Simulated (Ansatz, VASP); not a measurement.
## LiBPt: VASP beside Ansatz

```
Li B Pt
1.0
     2.81253    0.00000    0.00000
     0.00000    2.81253    0.00000
     0.00000    0.00000    3.95076
Li B Pt
1 1 1
Cartesian
  1.4063 1.4063 1.9754
  1.4063 1.4063 0.0000
  0.0000 0.0000 0.0000
```

Change from the starting cell: species swapped into the LiHPd type (P4/mmm, No. 123).

Alike in both runs: task relaxation of cell and atoms; functional PBE; k mesh 6 × 6 × 4; occupations gaussian, width 0.1 eV; no spin polarisation.

```csv
,VASP,Ansatz
version,VASP 6.6.1,Ansatz 0.2.0
potentials or method,"VASP PAW PBE potentials, release 64 (Li_sv, B, Pt), cutoff 600 eV","scalar-relativistic, plane waves, PAW"
valence electrons in the cell,16,24
```

|  | VASP | Ansatz | Ansatz less VASP |
| --- | --- | --- | --- |
| gap on the k mesh at the Fermi level, each at its own relaxed structure (eV) | none | none | - |
| relaxed volume (Å³/atom) | 14.03 | 13.99 | -0.033 |
| relaxed length of the cell vector where the two differ most in proportion (Å) | 4.549 | 4.539 | -0.0101 |

A gap of «none» marks a metal or a gap that the smearing closes. VASP's potentials hold 16 valence electrons a cell and Ansatz's 24, so a difference there can come from the potentials and not from the codes.

The k mesh is coarse, so the values compare programs but aren't converged. Spin-orbit coupling is off throughout. Noted on VASP's run: the cutoff is under 1.25 times that of the potentials, so the pressure is a little rough; the volume moved by over 15 % at a fixed basis, so the end points are rough.
